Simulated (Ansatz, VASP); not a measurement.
## Mo in VASP and in Ansatz

File POSCAR:

```
Mo
1.0
    3.1504302921      0.0000000000      0.0000000000
    0.0000000000      3.1504302921      0.0000000000
    0.0000000000      0.0000000000      3.1504302921
Mo
2
Direct
    0.0000000000      0.0000000000      0.0000000000
    0.5000000000      0.5000000000      0.5000000000
```

File INCAR.step1:

```
  PREC = Accurate
  ENCUT = 520
  ISMEAR = 0
  SIGMA = 0.1
  LREAL = F
  LASPH = T
  NELM = 80
  NBANDS = 21
  GGA = PE
  ALGO = Normal
  EDIFF = 1E-4
  LWAVE = T
  LCHARG = F
```

File INCAR.step2:

```
  PREC = Accurate
  ENCUT = 520
  EDIFF = 1E-6
  ISMEAR = 0
  SIGMA = 0.1
  LREAL = F
  LASPH = T
  NELM = 80
  ALGO = Normal
  ISIF = 2
  LWAVE = F
  LCHARG = F
  METAGGA = R2SCAN
  LMIXTAU = T
  NBANDS = 21
  ISTART = 1
```

File KPOINTS:

```
Automatic mesh
0
Gamma
  16 16 16
```

Input for Ansatz:

```yaml
crystal:
  lattice:
    - [3.1504302921, 0.0, 0.0]
    - [0.0, 3.1504302921, 0.0]
    - [0.0, 0.0, 3.1504302921]
  atoms:
    - { symbol: Mo, position: [0.0, 0.0, 0.0] }
    - { symbol: Mo, position: [0.5, 0.5, 0.5] }
basis:
  ecutwfc: 500
kpoints:
  mp_grid: { grid: [16, 16, 16] }
hamiltonian:
  xc: r2scan
scf:
  occupations: { method: gaussian, width: 0.1 }
output:
  forces: true
  stress: true
  eigenvalues: true
```

Alike in both runs: task single point; functional r2SCAN; k mesh 16 × 16 × 16; occupations gaussian, width 0.1 eV; no spin polarisation.

```csv
,VASP,Ansatz
version,VASP 6.6.1,Ansatz 0.2.0
potentials or method,"VASP PAW PBE potentials, release 64 (Mo_sv), cutoff 520 eV","scalar-relativistic, plane waves, PAW"
valence electrons in the cell,28,28
```

VASP gave:

| Quantity | Value |
| --- | --- |
| gap on the k mesh at the Fermi level (eV) | none |
| pressure (GPa) | 1.1 |

Task: Which values does Ansatz return?

Result: gap on the k mesh at the Fermi level (eV): none; pressure (GPa): 0.0.

VASP's potentials were made for PBE, not for r2SCAN. A gap of «none» marks a metal or a gap that the smearing closes.
